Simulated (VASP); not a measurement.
ErCl: single point with PBE

ErCl:

```xyz
2
Lattice="0.0000 2.7826 2.7826 2.7826 0.0000 2.7826 2.7826 2.7826 0.0000" Properties=species:S:1:pos:R:3 pbc="T T T"
Er    2.7826    2.7826    2.7826
Cl    0.0000    0.0000    0.0000
```

The cell was generated, and may not be a known phase.

- Program: VASP 6.6.1
- Task: single point
- Functional: PBE
- Potentials or basis: VASP PAW PBE potentials, release 64 (Er_3, Cl), 4f in core
- Cutoff: 500 eV
- k mesh: 6 × 6 × 6
- Occupations: gaussian, width 0.1 eV
- Spin: no spin polarisation

```json
{
 "Pressure": "-0.8 GPa",
 "Band gap on the k mesh": "zero (bands 8 and 9 overlap by 1.83 eV)"
}
```

Levels at points of the mesh, in eV from the Fermi level:
```tsv
k point	band 6	band 7	band 8	band 9	band 10	band 11
(0.00, 0.00, 0.00)	-6.77	-6.77	-1.90	-0.57	-0.57	-0.57
(0.50, 0.00, 0.00)	-7.82	-7.82	0.89	1.26	2.27	2.27
(0.50, 0.50, 0.00)	-7.19	-7.19	-2.72	1.09	1.57	2.92
```

It took 14 s on 1 thread of Intel(R) Xeon(R) Platinum 8259CL CPU @ 2.50GHz (Skylake/Cascade Lake) (shared host), peak memory 0.17 GiB.

Caveat: spin-orbit coupling is left out, which moves the levels of the heavy elements; the 4f electrons are frozen in the core, so they carry no moment and show no levels; the run has no spin polarisation, though such a crystal can be magnetic. With open d or f shells a metallic result of PBE can be an artefact of self-interaction; +U or a hybrid may open a gap.
